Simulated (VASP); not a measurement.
Slab: MoS2, a slab with vacuum.

```xyz
9
Lattice="3.1840 0.0000 0.0000 -1.5920 2.7574 0.0000 0.0000 0.0000 28.3873" Properties=species:S:1:pos:R:3 pbc="T T T"
Mo    0.0000    1.8383    6.4770
Mo    0.0000    1.8383   21.9103
Mo    1.5920    0.9191    0.0000
S     1.5920    0.9191    4.9250
S     1.5920    0.9191   20.3590
S     0.0000    1.8383   26.8355
S     1.5920    0.9191    8.0283
S     1.5920    0.9191   23.4623
S     0.0000    1.8383    1.5518
```

Base run:

* Program: VASP 6.6.1
* Functional: r2SCAN
* Potentials or basis: VASP PAW PBE potentials, release 64 (Mo_sv, S)
* Cutoff: 520 eV
* k mesh: 10 × 10 × 1
* Occupations: fermi-dirac, width 0.05 eV
* Spin: no spin polarisation

Its results: band gap on the k mesh 1.40 eV, indirect (least direct gap 2.00 eV); largest force 0.020 eV/Å.

Q: The run is repeated on the same cell with these changes: functional from r2SCAN to LDA; potentials or basis from VASP PAW PBE potentials, release 64 (Mo_sv, S) to VASP PAW LDA potentials, release 64 (Mo_sv, S). What comes out?

A: Band gap on the k mesh 1.29 eV, indirect (least direct gap 1.88 eV); largest force 0.379 eV/Å.

Caveats: the PAW data sets were made with another functional, which shifts forces and pressure a little (some runs).

A k mesh can miss the band edges.
